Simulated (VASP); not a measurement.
Runs of VASP 6.6.1 on W. The structure is that of space group Fm-3m (No. 225), or close to it. The cells are those of the table. This isn't the form of W at room conditions, which is bcc.

```tsv
task	cell	gap on the mesh (eV)	pressure (GPa)
relaxation of cell and atoms	relaxed to 10 GPa from a = 2.821 Å, angles 60.0°, 1 atom	none	10.0
relaxation of cell and atoms	relaxed to 20 GPa from a = 2.821 Å, angles 60.0°, 1 atom	none	20.0
single point	a = 2.824 Å, angles 60.0°, 1 atom	none	(a)
single point	a = 2.854 Å, angles 60.0°, 1 atom	none	0.4
relaxation of cell and atoms	relaxed from a = 2.821 Å, angles 60.0°, 1 atom	none	0.0
single point	a = 2.839 Å, angles 60.0°, 1 atom	none	5.5
single point	a = 2.798 Å, angles 60.0°, 1 atom	none	20.7
relaxation of cell and atoms	relaxed to 5 GPa from a = 2.821 Å, angles 60.0°, 1 atom	none	5.0
```

Alike in all rows: level PBE; potentials or basis VASP PAW PBE potentials, release 64 (W_sv); no spin polarisation; k mesh 11 × 11 × 11; cutoff (eV) 500; smearing gaussian 0.05 eV.

Fill in the values left out.

(a) 10.5.

Caveats: spin-orbit coupling is left out, which moves the levels of the heavy elements; the cell is relaxed towards a set pressure, so the run minimises the enthalpy, not the energy (at least some runs); the cell stands under pressure (at least some runs).

A k mesh can miss the band edges, and the runs leave out spin-orbit coupling on W.

A gap of «none» marks levels without a gap at the run's occupations.
